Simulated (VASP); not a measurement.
# Pd2Ru (Fd-3m) in VASP: further runs

Pd2Ru is run at these levels: PBE; tasks: single point, relaxation of cell and atoms.

Program: VASP 6.6.1. These are calculated values, not measurements. Logs are shortened: lines on timing, memory, paths and dates and some standing lists are left out, and cuts for length are marked.

## Step 1: The cell of the first run

The structure is cubic, space group Fd-3m (No. 227). The conventional cell has a = 7.200 Å, b = 7.200 Å, c = 7.200 Å, α = 90.00°, β = 90.00°, γ = 90.00°. Ru (site symmetry -43m) has 12 Pd at 2.98 Å and 4 Ru at 3.12 Å within 3.9 Å. Within 3.4 Å of Pd (site symmetry -3m) lie 6 Pd at 2.55 Å and 6 Ru at 2.98 Å.

## Step 2: Single point, PBE

INCAR reads:

```
PREC = Accurate ; ENCUT = 520
EDIFF = 1E-6 ; ISMEAR = 0
SIGMA = 0.1 ; LREAL = False
LASPH = True ; NELM = 100
ALGO = Fast ; ISIF = 2
LWAVE = False ; LCHARG = False
GGA = PE ; NBANDS = 43
```

KPOINTS reads:

```
regular mesh
0
Gamma
  10 10 10
```

POSCAR reads:

```
Pd2Ru
1.0
    0.0000000000      3.5999628724      3.5999628724
    3.5999628724      0.0000000000      3.5999628724
    3.5999628724      3.5999628724      0.0000000000
Ru Pd
2 4
Direct
    0.5000000000      0.5000000000      0.5000000000
    0.7500000000      0.7500000000      0.7500000000
    0.1250000000      0.1250000000      0.1250000000
    0.6250000000      0.1250000000      0.1250000000
    0.1250000000      0.1250000000      0.6250000000
    0.1250000000      0.6250000000      0.1250000000
```

Potentials or basis: VASP PAW PBE potentials, release 64 (Ru_pv, Pd).

The run is started by

```
cat potpaw_PBE.64/Ru_pv/POTCAR potpaw_PBE.64/Pd/POTCAR > POTCAR
mpirun -np 1 vasp_std > vasp.out
```

OUTCAR:

```text
PREC = Accurate
   ENCUT = 520
   EDIFF = 1E-6
   ISMEAR = 0
   LREAL = False
   LASPH = True
   NELM = 100
   ISIF = 2
   GGA = PE

 ion  position               nearest neighbor table
   1  0.500  0.500  0.500-   4 2.98   6 2.98   6 2.98   3 2.98   4 2.98   5 2.98   3 2.98   3 2.98
                             5 2.98   4 2.98   5 2.98   6 2.98   2 3.12   2 3.12   2 3.12   2 3.12
   2  0.750  0.750  0.750-   4 2.98   6 2.98   3 2.98   3 2.98   4 2.98   5 2.98   3 2.98   5 2.98
                             6 2.98   4 2.98   5 2.98   6 2.98   1 3.12   1 3.12   1 3.12   1 3.12
   3  0.125  0.125  0.125-   4 2.55   5 2.55   6 2.55   5 2.55   6 2.55   4 2.55   1 2.98   2 2.98
                             1 2.98   2 2.98   1 2.98   2 2.98
   4  0.625  0.125  0.125-   3 2.55   5 2.55   6 2.55   3 2.55   5 2.55   6 2.55   1 2.98   2 2.98
                             2 2.98   1 2.98   1 2.98   2 2.98
   5  0.125  0.125  0.625-   3 2.55   3 2.55   4 2.55   6 2.55   6 2.55   4 2.55   1 2.98   2 2.98
                             1 2.98   2 2.98   1 2.98   2 2.98
   6  0.125  0.625  0.125-   3 2.55   5 2.55   3 2.55   4 2.55   5 2.55   4 2.55   1 2.98   2 2.98
                             1 2.98   2 2.98   1 2.98   2 2.98

  LATTYP: Found a face centered cubic cell.
 ALAT       =     7.1999257448

  Lattice vectors:

 A1 = (   0.0000000000,   3.5999628724,   3.5999628724)
 A2 = (   3.5999628724,   0.0000000000,   3.5999628724)
 A3 = (   3.5999628724,   3.5999628724,   0.0000000000)

Analysis of symmetry for initial positions (statically):
=====================================================================
 Subroutine PRICEL returns:
 Original cell was already a primitive cell.

 Routine SETGRP: Setting up the symmetry group for a
 face centered cubic supercell.

 Subroutine GETGRP returns: Found 48 space group operations
 (whereof 24 operations were pure point group operations)
 out of a pool of 48 trial point group operations.

The static configuration has the point symmetry T_d .
 The point group associated with its full space group is O_h .

Analysis of symmetry for dynamics (positions and initial velocities):
=====================================================================
 Subroutine PRICEL returns:
 Original cell was already a primitive cell.

 Routine SETGRP: Setting up the symmetry group for a
 face centered cubic supercell.

 Subroutine GETGRP returns: Found 48 space group operations
 (whereof 24 operations were pure point group operations)
 out of a pool of 48 trial point group operations.

The dynamic configuration has the point symmetry T_d .
 The point group associated with its full space group is O_h .

 Subroutine INISYM returns: Found 48 space group operations
 (whereof 24 operations are pure point group operations),
 and found     1 'primitive' translations

----------------------------------------------------------------------------------------

                                     Primitive cell

  volume of cell :      93.3091

  direct lattice vectors                    reciprocal lattice vectors
     0.000000000  3.599962872  3.599962872    -0.138890321  0.138890321  0.138890321
     3.599962872  0.000000000  3.599962872     0.138890321 -0.138890321  0.138890321
     3.599962872  3.599962872  0.000000000     0.138890321  0.138890321 -0.138890321

  length of vectors
     5.091116318  5.091116318  5.091116318     0.240565093  0.240565093  0.240565093

  position of ions in fractional coordinates (direct lattice)
     0.500000000  0.500000000  0.500000000
     0.750000000  0.750000000  0.750000000
     0.125000000  0.125000000  0.125000000
     0.625000000  0.125000000  0.125000000
     0.125000000  0.125000000  0.625000000
     0.125000000  0.625000000  0.125000000

  ion indices of the primitive-cell ions
   primitive index   ion index
                 1           1
                 2           2
                 3           3
                 4           4
                 5           5
                 6           6

----------------------------------------------------------------------------------------

 KPOINTS: regular mesh

Automatic generation of k-mesh.
 Grid dimensions read from file:
 generate k-points for:   10   10   10

 Generating k-lattice:

  Cartesian coordinates                     Fractional coordinates (reciprocal lattice)
    -0.013889032  0.013889032  0.013889032     0.100000000  0.000000000  0.000000000
     0.013889032 -0.013889032  0.013889032     0.000000000  0.100000000  0.000000000
     0.013889032  0.013889032 -0.013889032     0.000000000  0.000000000  0.100000000

  Length of vectors
     0.024056509  0.024056509  0.024056509

  Shift w.r.t. Gamma in fractional coordinates (k-lattice)
     0.000000000  0.000000000  0.000000000

 Subroutine IBZKPT returns following result:
 ===========================================

 Found     47 irreducible k-points:

 Following reciprocal coordinates:
            Coordinates               Weight
  0.000000  0.000000  0.000000      1.000000
  0.100000  0.000000  0.000000      8.000000
  0.200000  0.000000  0.000000      8.000000
  0.300000  0.000000  0.000000      8.000000
  0.400000  0.000000  0.000000      8.000000
  0.500000  0.000000  0.000000      4.000000
[... 16 lines left out ...]
  0.300000  0.300000  0.000000      6.000000
  0.400000  0.300000  0.000000     24.000000
 [... further k-points ...]
   k-points           NKPTS =     47   k-points in BZ     NKDIM =     47   number of bands    NBANDS=     43
   number of dos      NEDOS =    301   number of ions     NIONS =      6
   total plane-waves  NPLWV =  64000
   dimension x,y,z NGX =    40 NGY =   40 NGZ =   40
   dimension x,y,z NGXF=    80 NGYF=   80 NGZF=   80
   ions per type =               2   4
   NGX,Y,Z   is equivalent  to a cutoff of  13.06, 13.06, 13.06 a.u.
   NGXF,Y,Z  is equivalent  to a cutoff of  26.12, 26.12, 26.12 a.u.
 SYSTEM =  unknown system
   PREC   = accura    normal or accurate (medium, high low for compatibility)
   ISTART =      0    job   : 0-new  1-cont  2-samecut
   ICHARG =      2    charge: 1-file 2-atom 10-const
   ISPIN  =      1    spin polarized calculation?
   LNONCOLLINEAR =      F non collinear calculations
   LSORBIT =      F    spin-orbit coupling
   LASPH  =      T    aspherical Exc in radial PAW
   ENCUT  =  520.0 eV  38.22 Ry    6.18 a.u.   9.47  9.47  9.47*2*pi/ulx,y,z
   NELM   =    100;   NELMIN=  2; NELMDL= -5     # of ELM steps
   EDIFF  = 0.1E-05   stopping-criterion for ELM
   LREAL  =      F    real-space projection
   EDIFFG = 0.1E-04   stopping-criterion for IOM
   NSW    =      0    number of steps for IOM
   IBRION =     -1    ionic relax: 0-MD 1-quasi-New 2-CG
   NFREE  =      0    steps in history (QN), initial steepest desc. (CG)
   ISIF   =      2    stress and relaxation
   ISYM   =      2    0-nonsym 1-usesym 2-fastsym
   POTIM  = 0.5000    time-step for ionic-motion
   TEBEG  =    0.0;   TEEND  =   0.0 temperature during run
   PSTRESS=    0.0 pullay stress
   NELECT =      68.0000    total number of electrons
   NUPDOWN=      -1.0000    fix difference up-down
   EMIN   =  10.00;   EMAX   =-10.00  energy-range for DOS
   EFERMI =   0.00;   METHOD = LEGACY
   ISMEAR =     0;   SIGMA  =   0.10  broadening in eV -4-tet -1-fermi 0-gaus
   EFERMI_NEDOS =   21; number of points for ismear=-14 and -15
   IALGO  =     68    algorithm
   IMIX   =      4    mixing-type and parameters
     AMIX     =   0.40;   BMIX     =  1.00
     AMIX_MAG =   1.60;   BMIX_MAG =  1.00
  volume/ion in A,a.u.               =      15.55       104.95
  Fermi-wavevector in a.u.,A,eV,Ry     =   1.473227  2.783996 29.530070  2.170399
  Thomas-Fermi vector in A             =   2.588146
   LORBIT       =      0    0 simple, 1 ext, 2 COOP (PROOUT), +10 PAW based schemes
   GGA     = PE    functional components
   LHFCALC =     F    Hartree Fock is set to
   AEXX    =    0.0000 exact exchange contribution
   IVDW    =     0    specifies the selected vdW correction
   LEPSILON=     F    determine dielectric tensor
   LRPA    =     F    only Hartree local field effects (RPA)
 non-spin polarized calculation
 RMM-DIIS sequential band-by-band and
 Gauss-broadening in eV      SIGMA  =   0.10
  energy-cutoff  :      520.00
  volume of cell :       93.31
 maximum number of plane-waves:      2565
 NGX is ok and might be reduce to    40
   NGX = 19   NGY = 19   NGZ = 19

 number of electron      68.0000004 magnetization

 Free energy of the ion-electron system (eV)
  ---------------------------------------------------
  ext. energy  EPLUGINS =         0.00000000
  ---------------------------------------------------
  free energy    TOTEN  =       -35.50429899 eV

  energy without entropy =      -35.43517174  energy(sigma->0) =      -35.46973537

 E-fermi :   9.7817     XC(G=0): -12.9917

 val. band max:        9.7788018583   @ k =  -0.3000   0.4000   0.1000
 cond. band min:       9.7876830388   @ k =   0.5000   0.2000   0.1000
 fundamental gap:      0.0088811804
 Fermi energy:         9.7816574646

 k-point     1 :       0.0000    0.0000    0.0000
  band No.  band energies     occupation
      1     -32.7067      2.00000
      2     -32.7067      2.00000
      3     -32.7067      2.00000
      4     -32.6444      2.00000
      5     -32.6444      2.00000
      6     -32.6444      2.00000
[... 35 lines left out ...]
     42      17.0494      0.00000
     43      17.4547      0.00000

 k-point     2 :       0.1000    0.0000    0.0000
  band No.  band energies     occupation
      1     -32.7071      2.00000
      2     -32.7071      2.00000
      3     -32.7061      2.00000
      4     -32.6450      2.00000
      5     -32.6439      2.00000
      6     -32.6439      2.00000
[... 35 lines left out ...]
     42      17.1674      0.00000
     43      17.3586      0.00000

 k-point     3 :       0.2000    0.0000    0.0000
  band No.  band energies     occupation
      1     -32.7084      2.00000
      2     -32.7084      2.00000
      3     -32.7048      2.00000
      4     -32.6465      2.00000
      5     -32.6426      2.00000
      6     -32.6426      2.00000
[... 919 lines left out ...]
      6     -32.6376      2.00000
[... 35 lines left out ...]
     42      13.9813      0.00000
     43      19.0471      0.00000

 k-point    24 :       0.4000    0.3000    0.0000
  band No.  band energies     occupation
      1     -32.7150      2.00000
      2     -32.7145      2.00000
      3     -32.6896      2.00000
      4     -32.6619      2.00000
      5     -32.6365      2.00000
      6     -32.6361      2.00000
[... 35 lines left out ...]
     42      14.5273      0.00000
     43      19.0815      0.00000

 [... further k-points ...]
[... 5 lines left out ...]
  --------------------------------------------------------------------------------------
  -------------------------------------------------------------------------------------
  Total       -0.2525613     -0.2525613     -0.2525613      0.0000000      0.0000000     -0.0000000
  in kB       -4.3366398     -4.3366398     -4.3366398      0.0000000      0.0000000     -0.0000000
  external PRESSURE =      -4.3366398 kB  Pullay stress =       0.0000000 kB

 VOLUME and BASIS-vectors are now :
 -----------------------------------------------------------------------------
  energy-cutoff  :      520.00
  volume of cell :       93.31
      direct lattice vectors                 reciprocal lattice vectors
     0.000000000  3.599962872  3.599962872    -0.138890321  0.138890321  0.138890321
     3.599962872  0.000000000  3.599962872     0.138890321 -0.138890321  0.138890321
     3.599962872  3.599962872  0.000000000     0.138890321  0.138890321 -0.138890321

 POSITION                                       TOTAL-FORCE (eV/Angst)
 -----------------------------------------------------------------------------------
      3.59996      3.59996      3.59996         0.000000      0.000000      0.000000
      5.39994      5.39994      5.39994        -0.000000     -0.000000     -0.000000
      0.89999      0.89999      0.89999        -0.000000      0.000000     -0.000000
      0.89999      2.69997      2.69997        -0.000000      0.000000     -0.000000
      2.69997      2.69997      0.89999        -0.000000      0.000000     -0.000000
      2.69997      0.89999      2.69997        -0.000000      0.000000     -0.000000
 -----------------------------------------------------------------------------------
    total drift:                               -0.000000     -0.000000      0.000000

  FREE ENERGIE OF THE ION-ELECTRON SYSTEM (eV)
  ---------------------------------------------------
  free  energy   TOTEN  =       -35.5042989931 eV

  energy  without entropy=      -35.4351717436  energy(sigma->0) =      -35.46973537
```

Wall time 93 s (1 thread of Intel Xeon 6975P-C (Granite Rapids), shared host); peak memory 0.33 GiB.

Results:

| Quantity | Value |
| --- | --- |
| Free energy | -35.5043 eV |
| Pressure | -0.4 GPa |
| Band gap on the k mesh | zero (bands 34 and 35 overlap by 0.52 eV) |

Levels at points of the mesh, in eV from the Fermi level:
```tsv
k point	band 31	band 32	band 33	band 34	band 35	band 36	band 37	band 38
(0.00, 0.00, 0.00)	-0.47	-0.47	0.39	0.39	0.45	0.45	0.45	2.05
(0.50, 0.00, 0.00)	-1.02	-0.47	-0.43	0.06	0.06	0.42	0.42	0.45
(0.50, 0.50, 0.00)	-0.65	-0.65	-0.11	-0.11	0.19	0.19	0.19	0.19
```

(Part 1 of 2 ends here.)
